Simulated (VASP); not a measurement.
# S (P-1) in VASP: further runs

S is run at these levels: PBE; tasks: single point.

Everything below comes from runs of VASP 6.6.1. Logs are shortened: lines on timing, memory, paths and dates and some standing lists are left out, and cuts for length are marked.

## (1) The cell of the first run

The typed cell holds 1 atom: a = 2.075 Å, b = 2.131 Å, c = 2.046 Å, α = 102.89°, β = 104.40°, γ = 107.46°.

## (2) Single point, PBE

INCAR

```
SYSTEM = S
PREC     = Accurate       ! precision mode
ENCUT    = 520            ! plane-wave cutoff, eV
EDIFF    = 1E-6           ! SCF threshold, eV
ISMEAR   = -1             ! smearing method
SIGMA    = 0.1            ! smearing width, eV
LREAL    = .False.        ! projectors in reciprocal space
LASPH    = .True.         ! aspherical terms in the spheres
NELM     = 60             ! most SCF steps
ALGO     = Normal         ! electronic algorithm
ISIF     = 2              ! what is computed and relaxed
LWAVE    = .False.        ! write WAVECAR
LCHARG   = .True.         ! write CHGCAR
GGA      = PE             ! functional
LELF     = .True.         ! ELF
LVHAR    = .True.       
NBANDS   = 9              ! bands
```

KPOINTS

```
regular mesh
0
Gamma
  10 10 10
  0 0 0
```

POSCAR

```
S
1.0
    1.6774600000      0.9212100000      0.8023200000
   -1.7135100000      0.9274400000      0.8640400000
   -0.0126200000     -1.8622300000      0.8480900000
S
1
Direct
    0.0000000000      0.0000000000      0.0000000000
```

Potentials or basis: VASP PAW PBE potentials, release 64 (S).

Launch:

```bash
$ cat potpaw_PBE.64/S/POTCAR > POTCAR
$ mpirun -np 1 vasp_std > vasp.out
```

OUTCAR:

```text
SYSTEM = S
   PREC = Accurate
   ENCUT = 520
   EDIFF = 1E-6
   ISMEAR = -1
   LREAL = .False.
   LASPH = .True.
   NELM = 60
   ISIF = 2
   GGA = PE

 ion  position               nearest neighbor table
   1  0.000  0.000  0.000-

  LATTYP: Found a triclinic cell.
 ALAT       =     3.2673444727
 B/A-ratio  =     1.6009293602
 C/A-ratio  =     1.3981677540
 COS(alpha) =     0.0095558680
 COS(beta)  =     0.3581298934
 COS(gamma) =     0.9315288108

  Lattice vectors:

 A1 = (  -1.7008900000,   2.7896700000,   0.0159500000)
 A2 = (  -1.7369400000,   4.6383200000,   1.6823100000)
 A3 = (  -1.6161700000,   0.9546000000,  -4.1648600000)

Analysis of symmetry for initial positions (statically):
=====================================================================
 Subroutine PRICEL returns:
 Original cell was already a primitive cell.

 Routine SETGRP: Setting up the symmetry group for a
 triclinic supercell.

 Subroutine GETGRP returns: Found  2 space group operations
 (whereof  2 operations were pure point group operations)
 out of a pool of  2 trial point group operations.

The static configuration has the point symmetry S_2 .

Analysis of symmetry for dynamics (positions and initial velocities):
=====================================================================
 Subroutine PRICEL returns:
 Original cell was already a primitive cell.

 Routine SETGRP: Setting up the symmetry group for a
 triclinic supercell.

 Subroutine GETGRP returns: Found  2 space group operations
 (whereof  2 operations were pure point group operations)
 out of a pool of  2 trial point group operations.

The dynamic configuration has the point symmetry S_2 .

 Subroutine INISYM returns: Found  2 space group operations
 (whereof  2 operations are pure point group operations),
 and found     1 'primitive' translations

----------------------------------------------------------------------------------------

                                     Primitive cell

  volume of cell :       7.9167

  direct lattice vectors                    reciprocal lattice vectors
     1.677460000  0.921210000  0.802320000     0.302598774  0.182184552  0.404542365
    -1.713510000  0.927440000  0.864040000    -0.287413162  0.180978981  0.393115511
    -0.012620000 -1.862230000  0.848090000     0.006550508 -0.356735002  0.395901430

  length of vectors
     2.075142718  2.131390766  2.046293353     0.537039806  0.519518549  0.532954701

  position of ions in fractional coordinates (direct lattice)
     0.000000000  0.000000000  0.000000000

  ion indices of the primitive-cell ions
   primitive index   ion index
                 1           1

----------------------------------------------------------------------------------------

 KPOINTS: regular mesh

Automatic generation of k-mesh.
 Grid dimensions read from file:
 generate k-points for:   10   10   10

 Generating k-lattice:

  Cartesian coordinates                     Fractional coordinates (reciprocal lattice)
     0.030259877  0.018218455  0.040454236     0.100000000  0.000000000  0.000000000
    -0.028741316  0.018097898  0.039311551     0.000000000  0.100000000  0.000000000
     0.000655051 -0.035673500  0.039590143     0.000000000 -0.000000000  0.100000000

  Length of vectors
     0.053703981  0.051951855  0.053295470

  Shift w.r.t. Gamma in fractional coordinates (k-lattice)
     0.000000000  0.000000000  0.000000000

 Subroutine IBZKPT returns following result:
 ===========================================

 Found    504 irreducible k-points:

 Following reciprocal coordinates:
            Coordinates               Weight
  0.000000  0.000000  0.000000      1.000000
  0.100000  0.000000  0.000000      2.000000
  0.200000  0.000000  0.000000      2.000000
  0.300000 -0.000000 -0.000000      2.000000
  0.400000  0.000000 -0.000000      2.000000
  0.500000  0.000000  0.000000      1.000000
[... 16 lines left out ...]
 -0.400000  0.200000  0.000000      2.000000
 -0.300000  0.200000  0.000000      2.000000
 [... further k-points ...]
   k-points           NKPTS =    504   k-points in BZ     NKDIM =    504   number of bands    NBANDS=      9
   number of dos      NEDOS =    301   number of ions     NIONS =      1
   total plane-waves  NPLWV =   4096
   dimension x,y,z NGX =    16 NGY =   16 NGZ =   16
   dimension x,y,z NGXF=    32 NGYF=   32 NGZF=   32
   ions per type =               1
   NGX,Y,Z   is equivalent  to a cutoff of  12.82, 12.48, 13.00 a.u.
   NGXF,Y,Z  is equivalent  to a cutoff of  25.64, 24.96, 26.00 a.u.
 SYSTEM =  S
   PREC   = accura    normal or accurate (medium, high low for compatibility)
   ISTART =      0    job   : 0-new  1-cont  2-samecut
   ICHARG =      2    charge: 1-file 2-atom 10-const
   ISPIN  =      1    spin polarized calculation?
   LNONCOLLINEAR =      F non collinear calculations
   LSORBIT =      F    spin-orbit coupling
   LASPH  =      T    aspherical Exc in radial PAW
   ENCUT  =  520.0 eV  38.22 Ry    6.18 a.u.   3.86  3.96  3.80*2*pi/ulx,y,z
   NELM   =     60;   NELMIN=  2; NELMDL= -5     # of ELM steps
   EDIFF  = 0.1E-05   stopping-criterion for ELM
   LREAL  =      F    real-space projection
   EDIFFG = 0.1E-04   stopping-criterion for IOM
   NSW    =      0    number of steps for IOM
   IBRION =     -1    ionic relax: 0-MD 1-quasi-New 2-CG
   NFREE  =      0    steps in history (QN), initial steepest desc. (CG)
   ISIF   =      2    stress and relaxation
   ISYM   =      2    0-nonsym 1-usesym 2-fastsym
   POTIM  = 0.5000    time-step for ionic-motion
   TEBEG  =    0.0;   TEEND  =   0.0 temperature during run
   PSTRESS=    0.0 pullay stress
   NELECT =       6.0000    total number of electrons
   NUPDOWN=      -1.0000    fix difference up-down
   EMIN   =  10.00;   EMAX   =-10.00  energy-range for DOS
   EFERMI =   0.00;   METHOD = LEGACY
   ISMEAR =    -1;   SIGMA  =   0.10  broadening in eV -4-tet -1-fermi 0-gaus
   EFERMI_NEDOS =   21; number of points for ismear=-14 and -15
   IALGO  =     38    algorithm
   IMIX   =      4    mixing-type and parameters
     AMIX     =   0.40;   BMIX     =  1.00
     AMIX_MAG =   1.60;   BMIX_MAG =  1.00
  volume/ion in A,a.u.               =       7.92        53.42
  Fermi-wavevector in a.u.,A,eV,Ry     =   1.492599  2.820604 30.311777  2.227853
  Thomas-Fermi vector in A             =   2.605107
   LORBIT       =      0    0 simple, 1 ext, 2 COOP (PROOUT), +10 PAW based schemes
   GGA     = PE    functional components
   LHFCALC =     F    Hartree Fock is set to
   AEXX    =    0.0000 exact exchange contribution
   IVDW    =     0    specifies the selected vdW correction
   LEPSILON=     F    determine dielectric tensor
   LRPA    =     F    only Hartree local field effects (RPA)
 non-spin polarized calculation
  energy-cutoff  :      520.00
  volume of cell :        7.92
 maximum number of plane-waves:       221
   NGX =  7   NGY =  7   NGZ =  7

 number of electron       5.9999999 magnetization

 Free energy of the ion-electron system (eV)
  ---------------------------------------------------
  ext. energy  EPLUGINS =         0.00000000
  ---------------------------------------------------
  free energy    TOTEN  =        -0.03161656 eV

  energy without entropy =       -0.01998288  energy(sigma->0) =       -0.02579972

 E-fermi :  21.3573     XC(G=0): -14.6237

 val. band max:       21.3417654733   @ k =   0.4000  -0.1000   0.1000
 cond. band min:      21.3580116953   @ k =  -0.1000  -0.2000   0.3000
 fundamental gap:      0.0162462220
 Fermi energy:        21.3572929012

 k-point     1 :       0.0000    0.0000    0.0000
  band No.  band energies     occupation
      1      -5.8148      2.00000
      2      26.4493      0.00000
      3      29.4726      0.00000
      4      29.7236      0.00000
      5      30.3527      0.00000
      6      30.7884      0.00000
      7      37.1982      0.00000
      8      42.0937      0.00000
      9      44.5341      0.00000

 k-point     2 :       0.1000    0.0000    0.0000
  band No.  band energies     occupation
      1      -5.4111      2.00000
      2      24.2368      0.00000
      3      26.4287      0.00000
      4      28.3306      0.00000
      5      31.2756      0.00000
      6      35.3001      0.00000
      7      36.9320      0.00000
      8      41.1597      0.00000
      9      43.3260      0.00000

 k-point     3 :       0.2000    0.0000    0.0000
  band No.  band energies     occupation
      1      -4.2048      2.00000
      2      18.6922      2.00000
      3      25.1988      0.00000
      4      27.2935      0.00000
      5      31.3595      0.00000
      6      35.7375      0.00000
      7      39.5694      0.00000
      8      40.8955      0.00000
      9      44.2355      0.00000

 k-point     4 :       0.3000   -0.0000   -0.0000
  band No.  band energies     occupation
      1      -2.2123      2.00000
      2      13.3071      2.00000
      3      24.3799      0.00000
      4      26.6294      0.00000
      5      29.8738      0.00000
      6      34.1689      0.00000
      7      42.5141      0.00000
      8      44.1456      0.00000
      9      46.5845      0.00000
[... 205 lines left out ...]
 k-point    22 :       0.5000    0.2000    0.0000
  band No.  band energies     occupation
      1       2.6644      2.00000
      2       8.3641      2.00000
      3      16.1584      2.00000
      4      27.4311      0.00000
      5      32.1698      0.00000
      6      36.3677      0.00000
      7      41.0992      0.00000
      8      44.0402      0.00000
      9      49.7738      0.00000

 k-point    23 :      -0.4000    0.2000    0.0000
  band No.  band energies     occupation
      1      -0.2450      2.00000
      2      12.8088      2.00000
      3      18.1378      2.00000
      4      28.7846      0.00000
      5      30.7695      0.00000
      6      34.3652      0.00000
      7      39.7695      0.00000
      8      41.4688      0.00000
      9      47.0376      0.00000

 k-point    24 :      -0.3000    0.2000    0.0000
  band No.  band energies     occupation
      1      -2.4423      2.00000
      2      17.5616      2.00000
      3      20.6907      1.99746
      4      28.3353      0.00000
      5      29.8841      0.00000
      6      34.4315      0.00000
      7      38.8396      0.00000
      8      39.6395      0.00000
      9      43.5813      0.00000

 [... further k-points ...]
[... 5 lines left out ...]
  --------------------------------------------------------------------------------------
  -------------------------------------------------------------------------------------
  Total       10.6409582     10.8039287     11.2607526      0.3016183     -0.0222103      0.3488164
  in kB     2153.5021276   2186.4838583   2278.9352265     61.0410848     -4.4948914     70.5929794
  external PRESSURE =    2206.3070708 kB  Pullay stress =       0.0000000 kB

 VOLUME and BASIS-vectors are now :
 -----------------------------------------------------------------------------
  energy-cutoff  :      520.00
  volume of cell :        7.92
      direct lattice vectors                 reciprocal lattice vectors
     1.677460000  0.921210000  0.802320000     0.302598774  0.182184552  0.404542365
    -1.713510000  0.927440000  0.864040000    -0.287413162  0.180978981  0.393115511
    -0.012620000 -1.862230000  0.848090000     0.006550508 -0.356735002  0.395901430

 POSITION                                       TOTAL-FORCE (eV/Angst)
 -----------------------------------------------------------------------------------
      0.00000      0.00000      0.00000        -0.000000      0.000000      0.000000
 -----------------------------------------------------------------------------------
    total drift:                               -0.000000      0.000000     -0.000000

  FREE ENERGIE OF THE ION-ELECTRON SYSTEM (eV)
  ---------------------------------------------------
  free  energy   TOTEN  =        -0.0316165561 eV

  energy  without entropy=       -0.0199828794  energy(sigma->0) =       -0.02579972
```

Wall time 22 s (1 thread of Intel Xeon 8259CL, shared host); peak memory 0.13 GiB.

Results:

```yaml
Free_energy: -0.0316 eV
Pressure: 220.6 GPa
Band_gap_on_the_k_mesh: zero (bands 3 and 4 overlap by 15.45 eV)
```

Stress tensor (GPa, compression positive):
```
215.35   6.10   7.06
  6.10 218.65  -0.45
  7.06  -0.45 227.89
```

Levels at points of the mesh, in eV from the Fermi level:
| k point | band 1 | band 2 | band 3 | band 4 | band 5 | band 6 |
| --- | --- | --- | --- | --- | --- | --- |
| (0.00, 0.00, 0.00) | -27.17 | 5.09 | 8.12 | 8.37 | 9.00 | 9.43 |
| (0.50, 0.00, 0.00) | -18.07 | -16.35 | 2.51 | 4.99 | 6.46 | 10.96 |
| (0.00, 0.50, 0.00) | -19.07 | -16.50 | 3.95 | 5.89 | 7.16 | 11.91 |
| (0.50, 0.50, 0.00) | -15.35 | -15.16 | -3.45 | 1.56 | 9.26 | 12.93 |
| (0.00, 0.00, 0.50) | -18.22 | -16.50 | 3.76 | 6.52 | 7.38 | 11.31 |
| (0.50, 0.00, 0.50) | -14.80 | -13.62 | -3.85 | 1.50 | 6.88 | 10.44 |
| (0.00, 0.50, 0.50) | -14.77 | -13.93 | -4.65 | 0.59 | 7.18 | 10.64 |
| (0.50, 0.50, 0.50) | -9.00 | -7.90 | -4.81 | -4.34 | -1.90 | -1.03 |

Caveat: the cell stands under pressure.

## (3) Single point, PBE

This run uses another cell than the first one, of 7.96 Å³/atom.

INCAR

```
SYSTEM = S
PREC     = Accurate       ! precision mode
ENCUT    = 520            ! plane-wave cutoff, eV
EDIFF    = 1E-7           ! SCF threshold, eV
ISMEAR   = -1             ! smearing method
SIGMA    = 0.1            ! smearing width, eV
LREAL    = .False.        ! projectors in reciprocal space
LASPH    = .True.         ! aspherical terms in the spheres
NELM     = 100            ! most SCF steps
ALGO     = Normal         ! electronic algorithm
ISIF     = 2              ! what is computed and relaxed
LWAVE    = .False.        ! write WAVECAR
LCHARG   = .False.        ! write CHGCAR
GGA      = PE             ! functional
NBANDS   = 9              ! bands
```

KPOINTS

```
Automatic mesh
0
Gamma
  10 10 10
  0 0 0
```

POSCAR

```
S
1.0
    1.6802511200      0.9227427982      0.8036549775
   -1.7163611034      0.9289831642      0.8654776732
   -0.0126409984     -1.8653285581      0.8495011340
S
1
Direct
    0.0000000000      0.0000000000      0.0000000000
```

Potentials or basis: VASP PAW PBE potentials, release 64 (S).

Launch:

```bash
$ cat potpaw_PBE.64/S/POTCAR > POTCAR
$ mpirun -np 1 vasp_std > vasp.out
```

Wall time 18 s (1 thread of Intel Xeon 8259CL, shared host); peak memory 0.13 GiB.

The run converged. Its results:

```yaml
Free_energy: -0.0858 eV
Pressure: 217.3 GPa
Band_gap_on_the_k_mesh: zero (bands 3 and 4 overlap by 15.42 eV)
```

Stress tensor (GPa, compression positive):
```
211.92   6.05   6.94
  6.05 215.24  -0.23
  6.94  -0.23 224.85
```

Levels at points of the mesh, in eV from the Fermi level:
```
           k point  band 1  band 2  band 3  band 4  band 5  band 6  band 7
(0.00, 0.00, 0.00)  -27.08    5.05    8.13    8.31    9.00    9.37   15.82
(0.50, 0.00, 0.00)  -18.02  -16.28    2.49    5.01    6.43   10.93   25.78
(0.00, 0.50, 0.00)  -19.03  -16.43    3.92    5.91    7.12   11.88   25.88
(0.50, 0.50, 0.00)  -15.29  -15.13   -3.44    1.59    9.20   12.90   20.62
(0.00, 0.00, 0.50)  -18.18  -16.42    3.73    6.54    7.34   11.28   24.22
(0.50, 0.00, 0.50)  -14.74  -13.59   -3.84    1.52    6.84   10.42   18.96
(0.00, 0.50, 0.50)  -14.71  -13.91   -4.64    0.62    7.14   10.62   21.38
(0.50, 0.50, 0.50)   -8.97   -7.87   -4.86   -4.33   -1.85   -0.99   19.99
```

Caveat: the cell stands under pressure.

## (4) Single point, PBE

This run uses another cell than the first one, of 7.88 Å³/atom.

INCAR

```
  PREC = Accurate
  ENCUT = 520
  EDIFF = 1E-6
  ISMEAR = -1
  SIGMA = 0.1
  LREAL = False
  LASPH = True
  NELM = 80
  ALGO = Normal
  ISIF = 2
  LWAVE = False
  LCHARG = True
  GGA = PE
  LELF = True
  LVHAR = True
  NBANDS = 9
```

KPOINTS

```
Automatic mesh
0
Gamma
  10 10 10
```

POSCAR

```
S
1.0
    1.6746595607      0.9196720840      0.8009805651
   -1.7106493770      0.9258916833      0.8625975265
   -0.0125989315     -1.8591210961      0.8466741543
S
1
Direct
    0.0000000000      0.0000000000      0.0000000000
```

Launch:

```bash
$ cat potpaw_PBE.64/S/POTCAR > POTCAR
$ mpirun -np 1 vasp_std > vasp.out
```

It took 20 s on 1 thread of Intel Xeon 8259CL, shared host; peak memory 0.13 GiB.

It converged, with:

```yaml
Free_energy: 0.0234 eV
Pressure: 224.0 GPa
Band_gap_on_the_k_mesh: zero (bands 3 and 4 overlap by 15.47 eV)
```

Stress tensor (GPa, compression positive):
```
218.83   6.17   7.20
  6.17 222.11  -0.67
  7.20  -0.67 230.98
```

Levels at points of the mesh, in eV from the Fermi level:
```
           k point  band 1  band 2  band 3  band 4  band 5  band 6  band 7  band 8
(0.00, 0.00, 0.00)  -27.26    5.13    8.10    8.42    8.99    9.49   15.86   20.77
(0.50, 0.00, 0.00)  -18.11  -16.43    2.53    4.96    6.50   10.98   25.91   27.81
(0.00, 0.50, 0.00)  -19.12  -16.58    3.98    5.87    7.20   11.94   26.02   27.27
(0.50, 0.50, 0.00)  -15.42  -15.19   -3.46    1.53    9.32   12.95   20.70   23.71
(0.00, 0.00, 0.50)  -18.27  -16.57    3.79    6.50    7.42   11.34   24.33   25.04
(0.50, 0.00, 0.50)  -14.87  -13.65   -3.86    1.47    6.93   10.45   19.03   23.79
(0.00, 0.50, 0.50)  -14.84  -13.96   -4.67    0.55    7.23   10.66   21.47   25.21
(0.50, 0.50, 0.50)   -9.04   -7.92   -4.77   -4.36   -1.95   -1.08   20.08   24.90
```

Caveat: the cell stands under pressure.

## (5) The runs side by side

```csv
cell,gap on the mesh (eV),pressure (GPa)
"a = 2.075, b = 2.131, c = 2.046 Å, angles 102.9, 104.4, 107.5°, 1 atom",none,220.6
"a = 2.079, b = 2.135, c = 2.050 Å, angles 102.9, 104.4, 107.5°, 1 atom",none,217.3
"a = 2.072, b = 2.128, c = 2.043 Å, angles 102.9, 104.4, 107.5°, 1 atom",none,224.0
```

Alike in all rows: task single point; level PBE; potentials or basis VASP PAW PBE potentials, release 64 (S); no spin polarisation; k mesh 10 × 10 × 10; cutoff (eV) 520; smearing fermi-dirac 0.1 eV.

Caveats: the cell stands under pressure.

Absolute energies hang on the potentials; compare differences alone.
